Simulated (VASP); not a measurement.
# LiTa16 (a cell with a defect) in VASP: single point with LDA

Aim: the single point of LiTa16 (a cell with a defect) with LDA.

All numbers are computed with VASP 6.6.1; they aren't measurements. Logs are shortened: lines on timing, memory, paths and dates and some standing lists are left out, and cuts for length are marked.

### Step 1. The cell of the first run

The cell holds a defect, 17 atoms: a = 6.620 Å, b = 6.620 Å, c = 6.620 Å, α = 90.00°, β = 90.00°, γ = 90.00°.

### Step 2. Single point, LDA

Input file INCAR:

```
PREC = Accurate
ENCUT = 520
EDIFF = 1E-6
ISMEAR = -1
SIGMA = 0.15
LREAL = Auto
LASPH = T
NELM = 100
ALGO = Normal
ISIF = 2
LWAVE = F
LCHARG = F
NBANDS = 104
```

Input file KPOINTS:

```
Automatic mesh
0
Gamma
  3 3 3
```

Input file POSCAR:

```
LiTa16
1.0
    6.6200000000      0.0000000000      0.0000000000
    0.0000000000      6.6200000000      0.0000000000
    0.0000000000      0.0000000000      6.6200000000
Ta Li
16 1
Direct
    0.0113206949     -0.0242791541     -0.0003350453
    0.5098158610      0.0078919940     -0.0003728097
    0.0403950151      0.5492617825     -0.0002833837
   -0.0028075529     -0.0060993958      0.4996395770
    0.2404865559      0.2500064955      0.2443087613
    0.4986255287      0.4970146526     -0.0003673716
    0.4866824773     -0.0105367069      0.4995966767
    0.7261063444      0.2408836858      0.2925854985
   -0.0013833837      0.5006496979      0.4996604230
    0.2607847432      0.7555747734      0.2555755287
    0.2405214502      0.2500006042      0.7549273414
    0.4879003021      0.5020587613      0.4996061934
    0.7517398792      0.7449910876      0.2488948640
    0.7259000000      0.2408358006      0.7064844411
    0.2607635952      0.7555634441      0.7437350453
    0.7517212991      0.7449688822      0.7503916918
    0.8562126888      0.2904867069     -0.0006454683
```

Potentials or basis: VASP PAW LDA potentials, release 64 (Ta_pv, Li_sv).

On the command line:

```bash
cat potpaw_LDA.64/Ta_pv/POTCAR potpaw_LDA.64/Li_sv/POTCAR > POTCAR
mpirun -np 1 vasp_std > vasp.out
```

OUTCAR:

```text
PREC = Accurate
   ENCUT = 520
   EDIFF = 1E-6
   ISMEAR = -1
   LREAL = Auto
   LASPH = T
   NELM = 100
   ISIF = 2

 ion  position               nearest neighbor table
   1  0.011  0.976  1.000-  17 2.32  10 2.78  15 2.78   3 2.83  13 2.83  16 2.83   5 2.87  11 2.87
                             8 3.23  14 3.23   2 3.31   4 3.31   4 3.31   2 3.33
   2  0.510  0.008  1.000-  14 2.86   8 2.86  16 2.88  13 2.88  11 2.89   5 2.89  15 2.89  10 2.89
                            17 2.96   6 3.24   1 3.31   7 3.32   7 3.32   1 3.33   6 3.38
   3  0.040  0.549  1.000-  17 2.10  10 2.62  15 2.62   1 2.83  13 2.84  16 2.84   5 2.88  11 2.88
                             6 3.05   9 3.34   9 3.34   8 3.50  14 3.50   6 3.60
   4  0.997  0.994  0.500-   8 2.79  14 2.79  13 2.85  16 2.85  10 2.85  15 2.85  11 2.89   5 2.89
                             7 3.24   9 3.27   1 3.31   1 3.31   9 3.35   7 3.38
   5  0.240  0.250  0.244-   9 2.86   6 2.87   1 2.87   3 2.88  12 2.88   4 2.89   2 2.89   7 2.91
                            17 3.03   8 3.23  11 3.24  10 3.28  10 3.35  11 3.38   8 3.42
   6  0.499  0.497  1.000-  17 2.73  11 2.87   5 2.87  16 2.87  13 2.87  15 2.88  10 2.88   8 2.98
                            14 2.98   3 3.05   2 3.24  12 3.31  12 3.31   2 3.38   3 3.60
   7  0.487  0.989  0.500-  14 2.67   8 2.68  10 2.69  15 2.69  13 2.91  16 2.91   5 2.91  11 2.91
                            12 3.23   4 3.24   2 3.32   2 3.32   4 3.38  12 3.39
   8  0.726  0.241  0.293-  17 2.15   7 2.68  12 2.71  14 2.74   4 2.79   9 2.84   2 2.86   6 2.98
                             1 3.23   5 3.23  13 3.30  13 3.35   5 3.42   3 3.50
   9  0.999  0.501  0.500-  16 2.84  13 2.84   8 2.84  14 2.84  11 2.86   5 2.86  15 2.91  10 2.91
                            12 3.24   4 3.27   3 3.34   3 3.34   4 3.35  12 3.38
  10  0.261  0.756  0.256-   3 2.62   7 2.69  12 2.77   1 2.78   4 2.85   6 2.88   2 2.89   9 2.91
                            15 3.23  13 3.25   5 3.28   5 3.35  13 3.37  15 3.39
  11  0.241  0.250  0.755-   9 2.86   6 2.87   1 2.87   3 2.88  12 2.88   4 2.89   2 2.89   7 2.91
                            17 3.03  14 3.23   5 3.24  15 3.28  15 3.35   5 3.38  14 3.42
  12  0.488  0.502  0.500-  14 2.71   8 2.71  10 2.77  15 2.77  11 2.88   5 2.88  13 2.90  16 2.90
                             7 3.23   9 3.24   6 3.31   6 3.31   9 3.38   7 3.39
  13  0.752  0.745  0.249-   1 2.83   9 2.84   3 2.84   4 2.85   6 2.87   2 2.88  12 2.90   7 2.91
                            10 3.25   8 3.30  16 3.30  16 3.32   8 3.35  10 3.37
  14  0.726  0.241  0.706-  17 2.15   7 2.67  12 2.71   8 2.74   4 2.79   9 2.84   2 2.86   6 2.98
                             1 3.23  11 3.23  16 3.30  16 3.35  11 3.42   3 3.50
  15  0.261  0.756  0.744-   3 2.62   7 2.69  12 2.77   1 2.78   4 2.85   6 2.88   2 2.89   9 2.91
                            10 3.23  16 3.25  11 3.28  11 3.35  16 3.37  10 3.39
  16  0.752  0.745  0.750-   1 2.83   9 2.84   3 2.84   4 2.85   6 2.87   2 2.88  12 2.90   7 2.91
                            15 3.25  14 3.30  13 3.30  13 3.32  14 3.35  15 3.37
  17  0.856  0.290  0.999-   3 2.10  14 2.15   8 2.15   1 2.32   6 2.73   2 2.96  11 3.03   5 3.03

  LATTYP: Found a simple cubic cell.
 ALAT       =     6.6200000000

  Lattice vectors:

 A1 = (   6.6200000000,   0.0000000000,   0.0000000000)
 A2 = (   0.0000000000,   6.6200000000,   0.0000000000)
 A3 = (   0.0000000000,   0.0000000000,   6.6200000000)

Analysis of symmetry for initial positions (statically):
=====================================================================
 Subroutine PRICEL returns:
 Original cell was already a primitive cell.

 Routine SETGRP: Setting up the symmetry group for a
 simple cubic supercell.

 Subroutine GETGRP returns: Found  1 space group operations
 (whereof  1 operations were pure point group operations)
 out of a pool of 48 trial point group operations.

The static configuration has the point symmetry C_1 .

Analysis of symmetry for dynamics (positions and initial velocities):
=====================================================================
 Subroutine PRICEL returns:
 Original cell was already a primitive cell.

 Routine SETGRP: Setting up the symmetry group for a
 simple cubic supercell.

 Subroutine GETGRP returns: Found  1 space group operations
 (whereof  1 operations were pure point group operations)
 out of a pool of 48 trial point group operations.

The dynamic configuration has the point symmetry C_1 .

 Subroutine INISYM returns: Found  1 space group operations
 (whereof  1 operations are pure point group operations),
 and found     1 'primitive' translations

----------------------------------------------------------------------------------------

                                     Primitive cell

  volume of cell :     290.1175

  direct lattice vectors                    reciprocal lattice vectors
     6.620000000  0.000000000  0.000000000     0.151057402  0.000000000  0.000000000
     0.000000000  6.620000000  0.000000000     0.000000000  0.151057402  0.000000000
     0.000000000  0.000000000  6.620000000     0.000000000  0.000000000  0.151057402

  length of vectors
     6.620000000  6.620000000  6.620000000     0.151057402  0.151057402  0.151057402

  position of ions in fractional coordinates (direct lattice)
     0.011320695  0.975720846  0.999664955
     0.509815861  0.007891994  0.999627190
     0.040395015  0.549261782  0.999716616
     0.997192447  0.993900604  0.499639577
     0.240486556  0.250006496  0.244308761
     0.498625529  0.497014653  0.999632628
[... 9 lines left out ...]
     0.751721299  0.744968882  0.750391692
     0.856212689  0.290486707  0.999354532

  ion indices of the primitive-cell ions
   primitive index   ion index
                 1           1
                 2           2
                 3           3
                 4           4
                 5           5
                 6           6
[... 9 lines left out ...]
                16          16
                17          17

----------------------------------------------------------------------------------------

 KPOINTS: Automatic mesh

Automatic generation of k-mesh.
 Grid dimensions read from file:
 generate k-points for:    3    3    3

 Generating k-lattice:

  Cartesian coordinates                     Fractional coordinates (reciprocal lattice)
     0.050352467  0.000000000  0.000000000     0.333333333  0.000000000  0.000000000
     0.000000000  0.050352467  0.000000000     0.000000000  0.333333333  0.000000000
     0.000000000  0.000000000  0.050352467     0.000000000  0.000000000  0.333333333

  Length of vectors
     0.050352467  0.050352467  0.050352467

  Shift w.r.t. Gamma in fractional coordinates (k-lattice)
     0.000000000  0.000000000  0.000000000

 Subroutine IBZKPT returns following result:
 ===========================================

 Found     14 irreducible k-points:

 Following reciprocal coordinates:
            Coordinates               Weight
  0.000000  0.000000  0.000000      1.000000
  0.333333  0.000000  0.000000      2.000000
  0.000000  0.333333  0.000000      2.000000
  0.000000  0.000000  0.333333      2.000000
  0.333333  0.333333  0.000000      2.000000
  0.000000  0.333333  0.333333      2.000000
  0.333333  0.000000  0.333333      2.000000
 -0.333333  0.333333  0.000000      2.000000
 -0.333333  0.000000  0.333333      2.000000
  0.000000 -0.333333  0.333333      2.000000
  0.333333  0.333333  0.333333      2.000000
 -0.333333  0.333333  0.333333      2.000000
 -0.333333 -0.333333  0.333333      2.000000
  0.333333 -0.333333  0.333333      2.000000
   k-points           NKPTS =     14   k-points in BZ     NKDIM =     14   number of bands    NBANDS=    104
   number of dos      NEDOS =    301   number of ions     NIONS =     17
   total plane-waves  NPLWV = 125000
   dimension x,y,z NGX =    50 NGY =   50 NGZ =   50
   dimension x,y,z NGXF=   100 NGYF=  100 NGZF=  100
   ions per type =              16   1
   NGX,Y,Z   is equivalent  to a cutoff of  12.56, 12.56, 12.56 a.u.
   NGXF,Y,Z  is equivalent  to a cutoff of  25.11, 25.11, 25.11 a.u.
 SYSTEM =  unknown system
   PREC   = accura    normal or accurate (medium, high low for compatibility)
   ISTART =      0    job   : 0-new  1-cont  2-samecut
   ICHARG =      2    charge: 1-file 2-atom 10-const
   ISPIN  =      1    spin polarized calculation?
   LNONCOLLINEAR =      F non collinear calculations
   LSORBIT =      F    spin-orbit coupling
   LASPH  =      T    aspherical Exc in radial PAW
   ENCUT  =  520.0 eV  38.22 Ry    6.18 a.u.  12.31 12.31 12.31*2*pi/ulx,y,z
   NELM   =    100;   NELMIN=  2; NELMDL= -5     # of ELM steps
   EDIFF  = 0.1E-05   stopping-criterion for ELM
   LREAL  =      T    real-space projection
   EDIFFG = 0.1E-04   stopping-criterion for IOM
   NSW    =      0    number of steps for IOM
   IBRION =     -1    ionic relax: 0-MD 1-quasi-New 2-CG
   NFREE  =      0    steps in history (QN), initial steepest desc. (CG)
   ISIF   =      2    stress and relaxation
   ISYM   =      2    0-nonsym 1-usesym 2-fastsym
   POTIM  = 0.5000    time-step for ionic-motion
   TEBEG  =    0.0;   TEEND  =   0.0 temperature during run
   PSTRESS=    0.0 pullay stress
   NELECT =     179.0000    total number of electrons
   NUPDOWN=      -1.0000    fix difference up-down
   EMIN   =  10.00;   EMAX   =-10.00  energy-range for DOS
   EFERMI =   0.00;   METHOD = LEGACY
   ISMEAR =    -1;   SIGMA  =   0.15  broadening in eV -4-tet -1-fermi 0-gaus
   EFERMI_NEDOS =   21; number of points for ismear=-14 and -15
   IALGO  =     38    algorithm
   IMIX   =      4    mixing-type and parameters
     AMIX     =   0.40;   BMIX     =  1.00
     AMIX_MAG =   1.60;   BMIX_MAG =  1.00
  volume/ion in A,a.u.               =      17.07       115.17
  Fermi-wavevector in a.u.,A,eV,Ry     =   1.393695  2.633702 26.427776  1.942387
  Thomas-Fermi vector in A             =   2.517316
   LORBIT       =      0    0 simple, 1 ext, 2 COOP (PROOUT), +10 PAW based schemes
   GGA     = CA    functional components
   LHFCALC =     F    Hartree Fock is set to
   AEXX    =    0.0000 exact exchange contribution
   IVDW    =     0    specifies the selected vdW correction
   LEPSILON=     F    determine dielectric tensor
   LRPA    =     F    only Hartree local field effects (RPA)
 non-spin polarized calculation
  energy-cutoff  :      520.00
  volume of cell :      290.12
 maximum number of plane-waves:      7820
 NGX is ok and might be reduce to    50
   NGX = 25   NGY = 25   NGZ = 25

 number of electron     178.9999979 magnetization

 Free energy of the ion-electron system (eV)
  ---------------------------------------------------
  ext. energy  EPLUGINS =         0.00000000
  ---------------------------------------------------
  free energy    TOTEN  =      -203.73105674 eV

  energy without entropy =     -202.44674905  energy(sigma->0) =     -203.08890290

 E-fermi :   5.6492     XC(G=0): -12.8174

 val. band max:        5.6464633199   @ k =   0.0000  -0.3333   0.3333
 cond. band min:       5.7009535368   @ k =  -0.3333   0.3333   0.0000
 fundamental gap:      0.0544902169
 Fermi energy:         5.6492280420

 k-point     1 :       0.0000    0.0000    0.0000
  band No.  band energies     occupation
      1     -39.8459      2.00000
      2     -28.7952      2.00000
      3     -28.6102      2.00000
      4     -28.6019      2.00000
      5     -28.5816      2.00000
      6     -28.5343      2.00000
[... 93 lines left out ...]
    100       7.3588      0.00002
    101       7.3935      0.00002

 k-point     2 :       0.3333    0.0000    0.0000
  band No.  band energies     occupation
      1     -39.8459      2.00000
      2     -28.7648      2.00000
      3     -28.5731      2.00000
      4     -28.5233      2.00000
      5     -28.4975      2.00000
      6     -28.4575      2.00000
[... 1237 lines left out ...]
    100       7.9050      0.00000
    101       8.2204      0.00000

 k-point    14 :       0.3333   -0.3333    0.3333
  band No.  band energies     occupation
      1     -39.8456      2.00000
      2     -28.6835      2.00000
      3     -28.6156      2.00000
      4     -28.4745      2.00000
      5     -28.4279      2.00000
      6     -28.3935      2.00000
[... 93 lines left out ...]
    100       7.8268      0.00000
    101       8.3053      0.00000
 [bands above 101 left out]

------------------------ aborting loop because EDIFF is reached ----------------------------------------

  FORCE on cell =-STRESS in cart. coord.  units (eV):
  Direction    XX          YY          ZZ          XY          YZ          ZX
  --------------------------------------------------------------------------------------
  -------------------------------------------------------------------------------------
  Total       -2.3624644     -0.1778052      1.7669320      1.8353858      0.0065211      0.0165164
  in kB      -13.0467364     -0.9819314      9.7579020     10.1359389      0.0360128      0.0912120
  external PRESSURE =      -1.4235886 kB  Pullay stress =       0.0000000 kB

 VOLUME and BASIS-vectors are now :
 -----------------------------------------------------------------------------
  energy-cutoff  :      520.00
  volume of cell :      290.12
      direct lattice vectors                 reciprocal lattice vectors
     6.620000000  0.000000000  0.000000000     0.151057402  0.000000000  0.000000000
     0.000000000  6.620000000  0.000000000     0.000000000  0.151057402  0.000000000
     0.000000000  0.000000000  6.620000000     0.000000000  0.000000000  0.151057402

 POSITION                                       TOTAL-FORCE (eV/Angst)
 -----------------------------------------------------------------------------------
      0.07494      6.45927      6.61778        -0.029302     -0.036258     -0.000385
      3.37498      0.05225      6.61753         0.008196      0.010062     -0.000255
      0.26741      3.63611      6.61812        -0.049031     -0.006988     -0.001544
      6.60141      6.57962      3.30761        -0.003315      0.031847     -0.000056
      1.59202      1.65504      1.61732        -0.003468      0.000017      0.017588
      3.30090      3.29024      6.61757         0.083114      0.006627      0.000110
[... 9 lines left out ...]
      4.97640      4.93169      4.96759        -0.031162      0.017080     -0.012146
      5.66813      1.92302      6.61573         0.123952     -0.059351      0.002771
 -----------------------------------------------------------------------------------
    total drift:                               -0.000585      0.006681      0.001427

  FREE ENERGIE OF THE ION-ELECTRON SYSTEM (eV)
  ---------------------------------------------------
  free  energy   TOTEN  =      -203.7310567420 eV

  energy  without entropy=     -202.4467490498  energy(sigma->0) =     -203.08890290
```

Run time: 18 min. Hardware: 1 thread of Intel Xeon Platinum 8259CL at 2.50GHz (Skylake/Cascade Lake), shared host; peak memory 0.44 GiB.

Results:

* Free energy: -203.7311 eV
* Largest force: 0.137 eV/Å
* Band gap on the k mesh: zero (an odd number of electrons rules out a gap without spin polarisation)

Forces in eV/Å, atoms in the order of the input:
```
Ta  -0.029 -0.036  0.000
Ta   0.008  0.010  0.000
Ta  -0.049 -0.007 -0.002
Ta  -0.003  0.032  0.000
Ta  -0.003  0.000  0.018
Ta   0.083  0.007  0.000
Ta   0.031  0.058  0.000
Ta  -0.045  0.000 -0.051
Ta  -0.006 -0.030  0.000
Ta  -0.002 -0.010 -0.010
Ta  -0.004  0.000 -0.016
Ta   0.005  0.012 -0.001
Ta  -0.032  0.016  0.012
Ta  -0.044  0.000  0.051
Ta  -0.002 -0.010  0.010
Ta  -0.031  0.017 -0.012
Li   0.124 -0.059  0.003
```

Caveat: the cutoff is under 1.25 times the usual one of these potentials, so pressure, stress and relaxed cells hold a basis-set (Pulay) error; spin-orbit coupling is left out, which moves the levels of the heavy elements.
